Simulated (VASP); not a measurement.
# InPt3 in VASP: single point with r2SCAN

Aim: the single point of InPt3 with r2SCAN.

All numbers are computed with VASP 6.6.1; they aren't measurements. Logs are shortened: lines on timing, memory, paths and dates and some standing lists are left out, and cuts for length are marked.

**1. The cell of the first run**

The cell holds a disordered packing, 4 atoms: a = 3.853 Å, b = 3.913 Å, c = 4.692 Å, α = 102.19°, β = 101.75°, γ = 94.44°.

**2. Single point, r2SCAN**

Contents of POSCAR:

```
InPt3
1.0
    3.8338890000     -0.3550260000      0.1343630000
    0.0787320000      3.8255330000     -0.8204920000
   -1.1209170000     -0.0130420000      4.5558120000
Pt In
3 1
Direct
    0.8085740000      0.5474120000      0.1769900000
    0.2987480000      0.9842420000      0.0980840000
    0.4983980000      0.8037250000      0.5996830000
    0.0462410000      0.3267870000      0.6935910000
```

Contents of INCAR.step1:

```
PREC = Accurate ; ENCUT = 520
ISMEAR = -1 ; SIGMA = 0.1
LREAL = F ; LASPH = T
NELM = 100 ; NBANDS = 30
GGA = PE ; ALGO = Normal
EDIFF = 1E-4 ; LWAVE = T
LCHARG = F
```

Contents of INCAR.step2:

```
PREC = Accurate ; ENCUT = 520
EDIFF = 1E-6 ; ISMEAR = -1
SIGMA = 0.1 ; LREAL = F
LASPH = T ; NELM = 100
ALGO = Normal ; ISIF = 2
LWAVE = F ; LCHARG = T
METAGGA = R2SCAN ; LMIXTAU = T
LELF = T ; LVHAR = T
NBANDS = 30 ; ISTART = 1
```

Contents of KPOINTS:

```
Automatic mesh
0
Gamma
  5 5 4
  0 0.5 0.5
```

Potentials or basis: VASP PAW PBE potentials, release 64 (Pt, In_d).

The run is started by

```console
cat potpaw_PBE.64/Pt/POTCAR potpaw_PBE.64/In_d/POTCAR > POTCAR
cp INCAR.step1 INCAR
mpirun -np 1 vasp_std > vasp.out
cp INCAR.step2 INCAR
mpirun -np 1 vasp_std > vasp.out
```

OUTCAR:

```text
PREC = Accurate
   ENCUT = 520
   EDIFF = 1E-6
   ISMEAR = -1
   LREAL = F
   LASPH = T
   NELM = 100
   ISIF = 2
   METAGGA = R2SCAN
   ISTART = 1

 ion  position               nearest neighbor table
   1  0.809  0.547  0.177-   3 2.58   2 2.58   4 2.62   2 2.72   2 2.75   4 2.75   3 2.93   2 3.02
                             3 3.13   4 3.25   4 3.40   3 3.47
   2  0.299  0.984  0.098-   3 2.58   3 2.58   1 2.58   4 2.62   1 2.72   1 2.75   4 2.82   1 3.02
                             4 3.21   3 3.39   3 3.48   4 3.53
   3  0.498  0.804  0.600-   2 2.58   1 2.58   2 2.58   4 2.62   4 2.72   4 2.81   1 2.93   4 2.95
                             1 3.13   2 3.39   1 3.47   2 3.48
   4  0.046  0.327  0.694-   1 2.62   3 2.62   2 2.62   3 2.72   1 2.75   3 2.81   2 2.82   3 2.95
                             2 3.21   1 3.25   1 3.40   2 3.53

  LATTYP: Found a triclinic cell.
 ALAT       =     5.4307856389
 B/A-ratio  =     0.8639081371
 C/A-ratio  =     1.0495723151
 COS(alpha) =     0.0073082897
 COS(beta)  =     0.5234871950
 COS(gamma) =     0.7194511535

  Lattice vectors:

 A1 = (   2.7129720000,  -0.3680680000,   4.6901750000)
 A2 = (  -1.1209170000,  -0.0130420000,   4.5558120000)
 A3 = (   3.7551570000,  -4.1805590000,   0.9548550000)

Analysis of symmetry for initial positions (statically):
=====================================================================
 Subroutine PRICEL returns:
 Original cell was already a primitive cell.

 Routine SETGRP: Setting up the symmetry group for a
 triclinic supercell.

 Subroutine GETGRP returns: Found  1 space group operations
 (whereof  1 operations were pure point group operations)
 out of a pool of  2 trial point group operations.

The static configuration has the point symmetry C_1 .

Analysis of symmetry for dynamics (positions and initial velocities):
=====================================================================
 Subroutine PRICEL returns:
 Original cell was already a primitive cell.

 Routine SETGRP: Setting up the symmetry group for a
 triclinic supercell.

 Subroutine GETGRP returns: Found  1 space group operations
 (whereof  1 operations were pure point group operations)
 out of a pool of  2 trial point group operations.

The dynamic configuration has the point symmetry C_1 .

 Subroutine INISYM returns: Found  1 space group operations
 (whereof  1 operations are pure point group operations),
 and found     1 'primitive' translations

----------------------------------------------------------------------------------------

                                     Primitive cell

  volume of cell :      67.1544

  direct lattice vectors                    reciprocal lattice vectors
     3.833889000 -0.355026000  0.134363000     0.259368049  0.008354109  0.063839116
     0.078732000  3.825533000 -0.820492000     0.024059170  0.262337013  0.006670541
    -1.120917000 -0.013042000  4.555812000    -0.003316448  0.046999950  0.218818404

  length of vectors
     3.852635688  3.913324493  4.691699905     0.267239609  0.263522386  0.223833617

  position of ions in fractional coordinates (direct lattice)
     0.808574000  0.547412000  0.176990000
     0.298748000  0.984242000  0.098084000
     0.498398000  0.803725000  0.599683000
     0.046241000  0.326787000  0.693591000

  ion indices of the primitive-cell ions
   primitive index   ion index
                 1           1
                 2           2
                 3           3
                 4           4

----------------------------------------------------------------------------------------

 KPOINTS: Automatic mesh

Automatic generation of k-mesh.
 Grid dimensions read from file:
 generate k-points for:    5    5    4

 Generating k-lattice:

  Cartesian coordinates                     Fractional coordinates (reciprocal lattice)
     0.051873610  0.001670822  0.012767823     0.200000000  0.000000000 -0.000000000
     0.004811834  0.052467403  0.001334108    -0.000000000  0.200000000  0.000000000
    -0.000829112  0.011749988  0.054704601    -0.000000000  0.000000000  0.250000000

  Length of vectors
     0.053447922  0.052704477  0.055958404

  Shift w.r.t. Gamma in fractional coordinates (k-lattice)
     0.000000000  0.500000000  0.500000000

 Subroutine IBZKPT returns following result:
 ===========================================

 Found     50 irreducible k-points:

 Following reciprocal coordinates:
            Coordinates               Weight
 -0.000000  0.100000  0.125000      2.000000
  0.200000  0.100000  0.125000      2.000000
  0.400000  0.100000  0.125000      2.000000
 -0.400000  0.100000  0.125000      2.000000
 -0.200000  0.100000  0.125000      2.000000
 -0.000000  0.300000  0.125000      2.000000
[... 16 lines left out ...]
  0.400000 -0.100000  0.125000      2.000000
 -0.400000 -0.100000  0.125000      2.000000
 [... further k-points ...]
   k-points           NKPTS =     50   k-points in BZ     NKDIM =     50   number of bands    NBANDS=     30
   number of dos      NEDOS =    301   number of ions     NIONS =      4
   total plane-waves  NPLWV =  32400
   dimension x,y,z NGX =    30 NGY =   30 NGZ =   36
   dimension x,y,z NGXF=    60 NGYF=   60 NGZF=   72
   ions per type =               3   1
   NGX,Y,Z   is equivalent  to a cutoff of  12.95, 12.74, 12.76 a.u.
   NGXF,Y,Z  is equivalent  to a cutoff of  25.89, 25.49, 25.51 a.u.
 SYSTEM =  unknown system
   PREC   = accura    normal or accurate (medium, high low for compatibility)
   ISTART =      1    job   : 0-new  1-cont  2-samecut
   ICHARG =      0    charge: 1-file 2-atom 10-const
   ISPIN  =      1    spin polarized calculation?
   LNONCOLLINEAR =      F non collinear calculations
   LSORBIT =      F    spin-orbit coupling
   LASPH  =      T    aspherical Exc in radial PAW
   ENCUT  =  520.0 eV  38.22 Ry    6.18 a.u.   7.16  7.28  8.72*2*pi/ulx,y,z
   NELM   =    100;   NELMIN=  2; NELMDL=  0     # of ELM steps
   EDIFF  = 0.1E-05   stopping-criterion for ELM
   LREAL  =      F    real-space projection
   EDIFFG = 0.1E-04   stopping-criterion for IOM
   NSW    =      0    number of steps for IOM
   IBRION =     -1    ionic relax: 0-MD 1-quasi-New 2-CG
   NFREE  =      0    steps in history (QN), initial steepest desc. (CG)
   ISIF   =      2    stress and relaxation
   ISYM   =      2    0-nonsym 1-usesym 2-fastsym
   POTIM  = 0.5000    time-step for ionic-motion
   TEBEG  =    0.0;   TEEND  =   0.0 temperature during run
   PSTRESS=    0.0 pullay stress
   NELECT =      43.0000    total number of electrons
   NUPDOWN=      -1.0000    fix difference up-down
   EMIN   =  10.00;   EMAX   =-10.00  energy-range for DOS
   EFERMI =   0.00;   METHOD = LEGACY
   ISMEAR =    -1;   SIGMA  =   0.10  broadening in eV -4-tet -1-fermi 0-gaus
   EFERMI_NEDOS =   21; number of points for ismear=-14 and -15
   IALGO  =     38    algorithm
   IMIX   =      4    mixing-type and parameters
     AMIX     =   0.40;   BMIX     =  1.00
     AMIX_MAG =   1.60;   BMIX_MAG =  1.00
  volume/ion in A,a.u.               =      16.79       113.30
  Fermi-wavevector in a.u.,A,eV,Ry     =   1.411040  2.666480 27.089679  1.991035
  Thomas-Fermi vector in A             =   2.532933
   LORBIT       =      0    0 simple, 1 ext, 2 COOP (PROOUT), +10 PAW based schemes
   METAGGA = R2SCAN    functional components
   LHFCALC =     F    Hartree Fock is set to
   AEXX    =    0.0000 exact exchange contribution
   IVDW    =     0    specifies the selected vdW correction
   LEPSILON=     F    determine dielectric tensor
   LRPA    =     F    only Hartree local field effects (RPA)
 non-spin polarized calculation
  energy-cutoff  :      520.00
  volume of cell :       67.15
 maximum number of plane-waves:      1823
 NGX is ok and might be reduce to    30
   NGX = 15   NGY = 15   NGZ = 17

 number of electron      43.0000003 magnetization

 Free energy of the ion-electron system (eV)
  ---------------------------------------------------
  ext. energy  EPLUGINS =         0.00000000
  ---------------------------------------------------
  free energy    TOTEN  =      -177.43432108 eV

  energy without entropy =     -177.35854358  energy(sigma->0) =     -177.39643233

 E-fermi :  10.2043     XC(G=0): -13.6642

 val. band max:       10.1898753319   @ k =   0.2000   0.3000   0.1250
 cond. band min:      10.2056598752   @ k =  -0.0000   0.5000   0.3750
 fundamental gap:      0.0157845433
 Fermi energy:        10.2043498003

 k-point     1 :      -0.0000    0.1000    0.1250
  band No.  band energies     occupation
      1      -4.9157      2.00000
      2      -4.8456      2.00000
      3      -4.8072      2.00000
      4      -4.7958      2.00000
      5      -4.7341      2.00000
      6       0.0632      2.00000
[... 22 lines left out ...]
     29      20.3380      0.00000
     30      21.0062      0.00000

 k-point     2 :       0.2000    0.1000    0.1250
  band No.  band energies     occupation
      1      -4.8868      2.00000
      2      -4.8262      2.00000
      3      -4.7949      2.00000
      4      -4.7805      2.00000
      5      -4.7483      2.00000
      6       0.7376      2.00000
[... 22 lines left out ...]
     29      20.2408      0.00000
     30      21.5644      0.00000

 k-point     3 :       0.4000    0.1000    0.1250
  band No.  band energies     occupation
      1      -4.8674      2.00000
      2      -4.8254      2.00000
      3      -4.7841      2.00000
      4      -4.7647      2.00000
      5      -4.7121      2.00000
      6       2.1352      2.00000
[... 22 lines left out ...]
     29      21.0308      0.00000
     30      21.3495      0.00000

 k-point     4 :      -0.4000    0.1000    0.1250
  band No.  band energies     occupation
      1      -4.8869      2.00000
      2      -4.8259      2.00000
      3      -4.7819      2.00000
      4      -4.7597      2.00000
      5      -4.7096      2.00000
      6       1.7346      2.00000
[... 616 lines left out ...]
     29      19.7957      0.00000
     30      20.4668      0.00000

 k-point    23 :       0.4000   -0.1000    0.1250
  band No.  band energies     occupation
      1      -4.8858      2.00000
      2      -4.8274      2.00000
      3      -4.7790      2.00000
      4      -4.7619      2.00000
      5      -4.7119      2.00000
      6       1.9591      2.00000
[... 22 lines left out ...]
     29      19.3273      0.00000
     30      20.6810      0.00000

 k-point    24 :      -0.4000   -0.1000    0.1250
  band No.  band energies     occupation
      1      -4.8604      2.00000
      2      -4.8289      2.00000
      3      -4.7846      2.00000
      4      -4.7603      2.00000
      5      -4.7104      2.00000
      6       1.8112      2.00000
[... 22 lines left out ...]
     29      19.9570      0.00000
     30      20.7734      0.00000

 [... further k-points ...]
[... 5 lines left out ...]
  --------------------------------------------------------------------------------------
  -------------------------------------------------------------------------------------
  Total        5.0851087      3.5947672      6.1546274      1.6165622      0.0391130     -3.5109515
  in kB      121.3210848     85.7643537    146.8377793     38.5681194      0.9331615    -83.7646690
  external PRESSURE =     117.9744059 kB  Pullay stress =       0.0000000 kB

 VOLUME and BASIS-vectors are now :
 -----------------------------------------------------------------------------
  energy-cutoff  :      520.00
  volume of cell :       67.15
      direct lattice vectors                 reciprocal lattice vectors
     3.833889000 -0.355026000  0.134363000     0.259368049  0.008354109  0.063839116
     0.078732000  3.825533000 -0.820492000     0.024059170  0.262337013  0.006670541
    -1.120917000 -0.013042000  4.555812000    -0.003316448  0.046999950  0.218818404

 POSITION                                       TOTAL-FORCE (eV/Angst)
 -----------------------------------------------------------------------------------
      2.94469      1.80477      0.46583        -0.246090     -0.838266      0.053660
      1.11291      3.65791     -0.32057        -0.024177      1.302969      0.608282
      1.30189      2.88991      2.13956         0.309475      0.031273      0.587939
     -0.57445      1.22467      2.89796        -0.039208     -0.495975     -1.249880
 -----------------------------------------------------------------------------------
    total drift:                                0.001056     -0.000037     -0.000086

  FREE ENERGIE OF THE ION-ELECTRON SYSTEM (eV)
  ---------------------------------------------------
  free  energy   TOTEN  =      -177.4343210756 eV

  energy  without entropy=     -177.3585435796  energy(sigma->0) =     -177.39643233
```

Run time: 9.8 min. Hardware: 1 thread of Intel Xeon 8259CL, shared host; peak memory 0.24 GiB.

What came out:

* Free energy: -177.4343 eV
* Pressure: 11.8 GPa
* Largest force: 1.438 eV/Å
* Band gap on the k mesh: zero (an odd number of electrons rules out a gap without spin polarisation)

Forces on the atoms (eV/Å):
```
Pt  -0.246 -0.838  0.054
Pt  -0.024  1.303  0.608
Pt   0.309  0.031  0.588
In  -0.039 -0.496 -1.250
```

Levels at points of the mesh, in eV from the Fermi level:
```
           k point  band 17  band 18  band 19  band 20  band 21  band 22  band 23  band 24  band 25  band 26
(0.00, 0.10, 0.12)    -1.79    -1.53    -1.05    -0.70    -0.46     0.54     2.34     4.01     5.65     6.23
```

Caveat: the PAW data sets were made with another functional, which shifts forces and pressure a little; spin-orbit coupling is left out, which moves the levels of the heavy elements.
